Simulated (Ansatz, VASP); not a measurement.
# One calculation of BaHF, two programs

```
CELL_PARAMETERS angstrom
4.12009 0.00000 0.00000
0.00000 4.12009 0.00000
0.00000 0.00000 6.71349
ATOMIC_POSITIONS crystal
Ba 0.00000 0.50000 0.19000
Ba 0.50000 0.00000 0.81000
H 0.00000 0.00000 0.00000
H 0.50000 0.50000 0.00000
F 0.00000 0.50000 0.68000
F 0.50000 0.00000 0.32000
```

Alike in both runs: task single point; functional PBEsol; k mesh 6 × 6 × 4; no spin polarisation.

|  | VASP | Ansatz |
| --- | --- | --- |
| version | VASP 6.6.1 | Ansatz 0.2.0 |
| potentials or method | VASP PAW PBE potentials, release 64 (Ba_sv, H, F), cutoff 520 eV | PAW plane waves |
| occupations | fermi-dirac, width 0.1 eV | fermi-dirac |
| valence electrons in the cell | 36 | 36 |

|  | VASP | Ansatz | Ansatz less VASP |
| --- | --- | --- | --- |
| gap on the k mesh at the Fermi level (eV) | 4.04 | 4.08 | +0.037 |
| pressure (GPa) | -0.3 | -1.0 | -0.69 |
| traceless stress, the component that is largest in VASP (GPa) | -0.05 | 0.12 | +0.166 |
| rms of the force components (eV/Å) | 0.750 | 0.706 | -0.0439 |

VASP's potentials were made for PBE, not for PBEsol. Atom by atom the forces differ by 0.046 eV/Å (rms over components).

Neither program's run includes spin-orbit coupling.
